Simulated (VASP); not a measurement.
# ReP in VASP: a series of runs

Runs on ReP. Level: PBEsol. Tasks: single point.

Program: VASP 6.6.1. These are calculated values, not measurements. Logs are shortened: lines on timing, memory, paths and dates and some standing lists are left out, and cuts for length are marked.

## Step 1: The cell of the first run

It takes space group F-43m (No. 216, cubic). The conventional cell has a = 5.262 Å, b = 5.262 Å, c = 5.262 Å, α = 90.00°, β = 90.00°, γ = 90.00°. Within 3.0 Å of Re (site symmetry -43m) lie 4 P at 2.28 Å. Within 3.0 Å of P (site symmetry -43m) lie 4 Re at 2.28 Å.

## Step 2: Single point, PBEsol (18.21 Å³/atom)

The input, INCAR:

```
SYSTEM = ReP
  ALGO = Normal
  EDIFF = 1E-6
  ENCUT = 520
  GGA = PS
  ISIF = 2
  ISMEAR = 0
  LASPH = .TRUE.
  LCHARG = .TRUE.
  LELF = .TRUE.
  LREAL = .FALSE.
  LVHAR = .TRUE.
  LWAVE = .FALSE.
  NBANDS = 13
  NELM = 80
  PREC = Accurate
  SIGMA = 0.05
```

The input, KPOINTS:

```
k-points
0
G
  12 12 12
  0 0 0
```

The input, POSCAR:

```
ReP
1.0
    0.0000000000      2.6309808121      2.6309808121
    2.6309808121      0.0000000000      2.6309808121
    2.6309808121      2.6309808121      0.0000000000
Re P
1 1
Direct
    0.0000000000      0.0000000000      0.0000000000
    0.2500000000      0.2500000000      0.2500000000
```

Potentials or basis: VASP PAW PBE potentials, release 64 (Re, P).

On the command line:

```
$ cat potpaw_PBE.64/Re/POTCAR potpaw_PBE.64/P/POTCAR > POTCAR
$ mpirun -np 1 vasp_std > vasp.out
```

OUTCAR:

```text
SYSTEM = ReP
   EDIFF = 1E-6
   ENCUT = 520
   GGA = PS
   ISIF = 2
   ISMEAR = 0
   LASPH = .TRUE.
   LREAL = .FALSE.
   NELM = 80
   PREC = Accurate

 ion  position               nearest neighbor table
   1  0.000  0.000  0.000-   2 2.28   2 2.28   2 2.28   2 2.28
   2  0.250  0.250  0.250-   1 2.28   1 2.28   1 2.28   1 2.28

  LATTYP: Found a face centered cubic cell.
 ALAT       =     5.2619616242

  Lattice vectors:

 A1 = (   0.0000000000,   2.6309808121,   2.6309808121)
 A2 = (   2.6309808121,   0.0000000000,   2.6309808121)
 A3 = (   2.6309808121,   2.6309808121,   0.0000000000)

Analysis of symmetry for initial positions (statically):
=====================================================================
 Subroutine PRICEL returns:
 Original cell was already a primitive cell.

 Routine SETGRP: Setting up the symmetry group for a
 face centered cubic supercell.

 Subroutine GETGRP returns: Found 24 space group operations
 (whereof 24 operations were pure point group operations)
 out of a pool of 48 trial point group operations.

The static configuration has the point symmetry T_d .

Analysis of symmetry for dynamics (positions and initial velocities):
=====================================================================
 Subroutine PRICEL returns:
 Original cell was already a primitive cell.

 Routine SETGRP: Setting up the symmetry group for a
 face centered cubic supercell.

 Subroutine GETGRP returns: Found 24 space group operations
 (whereof 24 operations were pure point group operations)
 out of a pool of 48 trial point group operations.

The dynamic configuration has the point symmetry T_d .

 Subroutine INISYM returns: Found 24 space group operations
 (whereof 24 operations are pure point group operations),
 and found     1 'primitive' translations

----------------------------------------------------------------------------------------

                                     Primitive cell

  volume of cell :      36.4236

  direct lattice vectors                    reciprocal lattice vectors
     0.000000000  2.630980812  2.630980812    -0.190043195  0.190043195  0.190043195
     2.630980812  0.000000000  2.630980812     0.190043195 -0.190043195  0.190043195
     2.630980812  2.630980812  0.000000000     0.190043195  0.190043195 -0.190043195

  length of vectors
     3.720768747  3.720768747  3.720768747     0.329164470  0.329164470  0.329164470

  position of ions in fractional coordinates (direct lattice)
     0.000000000  0.000000000  0.000000000
     0.250000000  0.250000000  0.250000000

  ion indices of the primitive-cell ions
   primitive index   ion index
                 1           1
[... 86 lines left out ...]
   EMIN   =  10.00;   EMAX   =-10.00  energy-range for DOS
   EFERMI =   0.00;   METHOD = LEGACY
   ISMEAR =     0;   SIGMA  =   0.05  broadening in eV -4-tet -1-fermi 0-gaus
   EFERMI_NEDOS =   21; number of points for ismear=-14 and -15
   IALGO  =     38    algorithm
   IMIX   =      4    mixing-type and parameters
     AMIX     =   0.40;   BMIX     =  1.00
     AMIX_MAG =   1.60;   BMIX_MAG =  1.00
  volume/ion in A,a.u.               =      18.21       122.90
  Fermi-wavevector in a.u.,A,eV,Ry     =   1.130683  2.136681 17.394290  1.278444
  Thomas-Fermi vector in A             =   2.267380
   LORBIT       =      0    0 simple, 1 ext, 2 COOP (PROOUT), +10 PAW based schemes
   GGA     = PS    functional components
   LHFCALC =     F    Hartree Fock is set to
   AEXX    =    0.0000 exact exchange contribution
   IVDW    =     0    specifies the selected vdW correction
   LEPSILON=     F    determine dielectric tensor
   LRPA    =     F    only Hartree local field effects (RPA)
 non-spin polarized calculation
 Gauss-broadening in eV      SIGMA  =   0.05
  energy-cutoff  :      520.00
  volume of cell :       36.42
 maximum number of plane-waves:      1002
   NGX = 13   NGY = 13   NGZ = 13

 number of electron      12.0000001 magnetization

 Free energy of the ion-electron system (eV)
  ---------------------------------------------------
  ext. energy  EPLUGINS =         0.00000000
  ---------------------------------------------------
  free energy    TOTEN  =       -18.28915505 eV

  energy without entropy =      -18.28733278  energy(sigma->0) =      -18.28824391

 E-fermi :   5.6069     XC(G=0): -11.2150

 val. band max:        5.6003913681   @ k =   0.5000   0.0833   0.0000
 cond. band min:       5.6251364296   @ k =   0.4167   0.2500   0.0000
 fundamental gap:      0.0247450615
 Fermi energy:         5.6069194040

 k-point     1 :       0.0000    0.0000    0.0000
  band No.  band energies     occupation
      1      -6.9165      2.00000
      2       1.1268      2.00000
      3       1.1268      2.00000
      4       1.1268      2.00000
      5       4.8083      2.00000
      6       4.8083      2.00000
      7       9.4691      0.00000
      8      12.1365      0.00000
      9      12.1365      0.00000
     10      12.1365      0.00000
     11      14.6012      0.00000
     12      14.6012      0.00000
     13      14.6012      0.00000
[... 354 lines left out ...]
  band No.  band energies     occupation
      1      -5.1431      2.00000
      2       0.5187      2.00000
      3       1.3462      2.00000
      4       1.8970      2.00000
      5       4.7252      2.00000
      6       5.0684      2.00000
      7       5.8926      0.00000
      8       8.7992      0.00000
      9       9.4494      0.00000
     10      11.9907      0.00000
     11      15.3077      0.00000
     12      16.1195      0.00000
     13      17.6563      0.00000

 [... further k-points ...]

------------------------ aborting loop because EDIFF is reached ----------------------------------------

  FORCE on cell =-STRESS in cart. coord.  units (eV):
  Direction    XX          YY          ZZ          XY          YZ          ZX
  --------------------------------------------------------------------------------------
  -------------------------------------------------------------------------------------
  Total        0.2128861      0.2128861      0.2128861     -0.0000000     -0.0000000      0.0000000
  in kB        9.3642901      9.3642901      9.3642901     -0.0000000     -0.0000000      0.0000000
  external PRESSURE =       9.3642901 kB  Pullay stress =       0.0000000 kB

 VOLUME and BASIS-vectors are now :
 -----------------------------------------------------------------------------
  energy-cutoff  :      520.00
  volume of cell :       36.42
      direct lattice vectors                 reciprocal lattice vectors
     0.000000000  2.630980812  2.630980812    -0.190043195  0.190043195  0.190043195
     2.630980812  0.000000000  2.630980812     0.190043195 -0.190043195  0.190043195
     2.630980812  2.630980812  0.000000000     0.190043195  0.190043195 -0.190043195

 POSITION                                       TOTAL-FORCE (eV/Angst)
 -----------------------------------------------------------------------------------
      0.00000      0.00000      0.00000        -0.000000     -0.000000     -0.000000
      1.31549      1.31549      1.31549         0.000000      0.000000      0.000000
 -----------------------------------------------------------------------------------
    total drift:                                0.000000      0.000000      0.000000

  FREE ENERGIE OF THE ION-ELECTRON SYSTEM (eV)
  ---------------------------------------------------
  free  energy   TOTEN  =       -18.2891550505 eV

  energy  without entropy=      -18.2873327771  energy(sigma->0) =      -18.28824391
```

stdout:

```text
POSCAR found type information on POSCAR ReP
 POSCAR found :  2 types and       2 ions
 scaLAPACK will be used
 -----------------------------------------------------------------------------
|                                                                             |
|                                                                             |
|     You enforced a specific xc type in the INCAR file but a different       |
|     I HOPE YOU KNOW WHAT YOU ARE DOING!                                     |
|                                                                             |
 -----------------------------------------------------------------------------

 LDA part: xc-table for (Slater+PW92), standard interpolation
 POSCAR, INCAR and KPOINTS ok, starting setup
 FFT: planning ... GRIDC
 FFT: planning ... GRID_SOFT
 FFT: planning ... GRID
 WAVECAR not read
 entering main loop
```

Wall time 21 s (1 thread of Intel Xeon Platinum 8488C (Sapphire Rapids), shared host); peak memory 0.18 GiB.

What came out:

| Property | Result |
| --- | --- |
| Free energy | -18.2892 eV |
| Pressure | 0.9 GPa |
| Band gap on the k mesh | zero (bands 6 and 7 overlap by 0.42 eV) |

Levels at points of the mesh, in eV from the Fermi level:
```
           k point  band 2  band 3  band 4  band 5  band 6  band 7  band 8  band 9  band 10  band 11
(0.00, 0.00, 0.00)   -4.48   -4.48   -4.48   -0.80   -0.80    3.86    6.53    6.53     6.53     8.99
(0.50, 0.00, 0.00)   -5.26   -3.99   -3.99   -0.24   -0.24   -0.07    3.72    3.72     5.37    10.76
(0.50, 0.50, 0.00)   -6.14   -2.56   -2.56   -1.90   -0.18    0.44    1.23    1.23     8.78     9.15
```

Caveat: the PAW data sets were made with another functional, which shifts forces and pressure a little; spin-orbit coupling is left out, which moves the levels of the heavy elements.

## Step 3: Single point, PBEsol (18.18 Å³/atom)

The input, INCAR:

```
SYSTEM = ReP
ALGO = Normal
EDIFF = 1E-6
ENCUT = 520
GGA = PS
ISIF = 2
ISMEAR = 0
LASPH = .TRUE.
LCHARG = .TRUE.
LELF = .TRUE.
LREAL = .FALSE.
LVHAR = .TRUE.
LWAVE = .FALSE.
NBANDS = 13
NELM = 60
PREC = Accurate
SIGMA = 0.05
```

KPOINTS is that of step 2.

The input, POSCAR:

```
ReP
1.0
    0.0000000000      2.6296704200      2.6296704200
    2.6296704200      0.0000000000      2.6296704200
    2.6296704200      2.6296704200      0.0000000000
Re P
1 1
Direct
    0.0000000000      0.0000000000      0.0000000000
    0.2500000000      0.2500000000      0.2500000000
```

Potentials or basis: VASP PAW PBE potentials, release 64 (Re, P).

On the command line:

```
$ cat potpaw_PBE.64/Re/POTCAR potpaw_PBE.64/P/POTCAR > POTCAR
$ mpirun -np 1 vasp_std > vasp.out
```

Run time: 21 s. Hardware: 1 thread of Intel Xeon Platinum 8488C (Sapphire Rapids), shared host; peak memory 0.18 GiB.

It converged, with:

```
Free energy            : -18.2888 eV
Pressure               : 1.2 GPa
Band gap on the k mesh : zero (bands 6 and 7 overlap by 0.42 eV)
```

Levels at points of the mesh, in eV from the Fermi level:
| k point | band 3 | band 4 | band 5 | band 6 | band 7 | band 8 | band 9 | band 10 |
| --- | --- | --- | --- | --- | --- | --- | --- | --- |
| (0.00, 0.00, 0.00) | -4.49 | -4.49 | -0.80 | -0.80 | 3.87 | 6.54 | 6.54 | 6.54 |
| (0.50, 0.00, 0.00) | -3.99 | -3.99 | -0.24 | -0.24 | -0.07 | 3.73 | 3.73 | 5.38 |
| (0.50, 0.50, 0.00) | -2.56 | -2.56 | -1.90 | -0.18 | 0.44 | 1.23 | 1.23 | 8.79 |

Caveat: the PAW data sets were made with another functional, which shifts forces and pressure a little; spin-orbit coupling is left out, which moves the levels of the heavy elements.

(Continued in part 2 of 2.)
